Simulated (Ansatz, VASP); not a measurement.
## Si: VASP beside Ansatz

INCAR

```
PREC = Accurate ; ENCUT = 520
EDIFF = 1E-8 ; ISMEAR = -1
SIGMA = 0.05 ; LREAL = F
LASPH = T ; NELM = 80
ALGO = Normal ; ISIF = 2
LWAVE = F ; LCHARG = F
LEFG = T ; NBANDS = 11
```

Contents of KPOINTS:

```
Automatic mesh
0
Gamma
  16 16 16
```

The input POSCAR:

```
Si
1.0
   -2.2951484633      2.4149529699      1.3000063486
    2.2951484633     -2.4149529699      1.3000063486
    2.2951484633      2.4149529699     -1.3000063486
Si
2
Direct
    0.8070000000      0.5570000000      0.2500000000
    0.1930000000      0.4430000000      0.7500000000
```

Input for Ansatz:

```yaml
crystal:
  lattice:
    - [-2.2951484633, 2.4149529699, 1.3000063486]
    - [2.2951484633, -2.4149529699, 1.3000063486]
    - [2.2951484633, 2.4149529699, -1.3000063486]
  atoms:
    - { symbol: Si, position: [0.807, 0.557, 0.25] }
    - { symbol: Si, position: [0.193, 0.443, 0.75] }
kpoints:
  mp_grid: { grid: [16, 16, 16] }
scf:
  occupations: { method: fermi_dirac, width: 0.05 }
hamiltonian:
  xc: lda
  pseudopotentials: { kind: paw }
output:
  forces: true
  stress: true
  eigenvalues: true
  efg: { contact_densities: true }
  write_density: true
  write_potential: true
  elf: true
  volumetric_format: npy
```

Change from the starting cell: volume scaled by 1.06, PAW files.

Alike in both runs: task electric field gradients; functional LDA; k mesh 16 × 16 × 16; occupations fermi-dirac, width 0.05 eV; no spin polarisation.

|  | VASP | Ansatz |
| --- | --- | --- |
| version | VASP 6.6.1 | Ansatz 0.2.0 |
| potentials or method | VASP PAW LDA potentials, release 64 (Si) | PAW with Ansatz's default frozen-core files, scalar-relativistic |
| plane-wave cutoff (eV) | 520 | 420 |
| valence electrons in the cell | 8 | 8 |

|  | VASP | Ansatz | Ansatz less VASP |
| --- | --- | --- | --- |
| pressure (GPa) | 2.5 | 2.4 | -0.10 |
| traceless stress, the component that is largest in VASP (GPa) | 0.66 | 0.65 | -0.010 |
| rms of the force components (eV/Å) | 0.035 | 0.035 | -0.0004 |
| size of Vzz on the site where it differs most (V/Å²) | 25.1 | 24.6 | -0.45 |

LDA's correlation is that of Perdew and Zunger in VASP and of Perdew and Wang (1992) in Ansatz. Atom by atom the forces differ by 0.000 eV/Å (rms over components).
